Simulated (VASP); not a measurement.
Set up this calculation in VASP 6.6.1, as the native input.

| Quantity | Value |
| --- | --- |
| Task | single point |
| Functional | PBE |
| Potentials or basis | VASP PAW PBE potentials, release 64 (Al, B, N) |
| Cutoff | 520 eV |
| k mesh | 6 × 6 × 4 |
| Occupations | gaussian, width 0.1 eV |
| Spin | no spin polarisation |
| Dipole correction | no |
| Further INCAR settings | ALGO = Normal; EDIFF = 1e-07; NBANDS = 21 |

The structure of AlB2N3 lies in POSCAR:

```
AlB2N3
1.0
    4.1585777100      0.0000000000      0.0000000000
   -2.0792888500      3.6014339400      0.0000000000
    0.0000000000      0.0000000000      4.5023657800
Al B N
1 2 3
Direct
    0.0000000000      0.0000000000      0.5000000000
    0.3333333300      0.6666666700      0.5000000000
    0.6666666700      0.3333333300      0.5000000000
    0.5000000000      0.0000000000      0.0000000000
    0.0000000000      0.5000000000      0.0000000000
    0.5000000000      0.5000000000      0.0000000000
```

The input as run:

INCAR

```
ALGO = Normal ; EDIFF = 1E-7
ENCUT = 520 ; GGA = PE
ISIF = 2 ; ISMEAR = 0
LASPH = T ; LCHARG = F
LREAL = F ; LWAVE = F
NBANDS = 21 ; NELM = 60
PREC = Accurate ; SIGMA = 0.1
```

KPOINTS

```
k-points
0
Gamma
  6 6 4
```

Potentials or basis: VASP PAW PBE potentials, release 64 (Al, B, N).

The run is started by

```bash
$ cat potpaw_PBE.64/Al/POTCAR potpaw_PBE.64/B/POTCAR potpaw_PBE.64/N/POTCAR > POTCAR
$ mpirun -np 1 vasp_std > vasp.out
```

Results of the run:

- Pressure: -21.6 GPa
- Band gap on the k mesh: zero (band 12 reaches 4.92 eV, above the bottom of band 13 at 3.86 eV)

Run time: 74 s on 1 thread of Intel Xeon 8259CL, with other jobs on the host, peak memory 0.19 GiB.
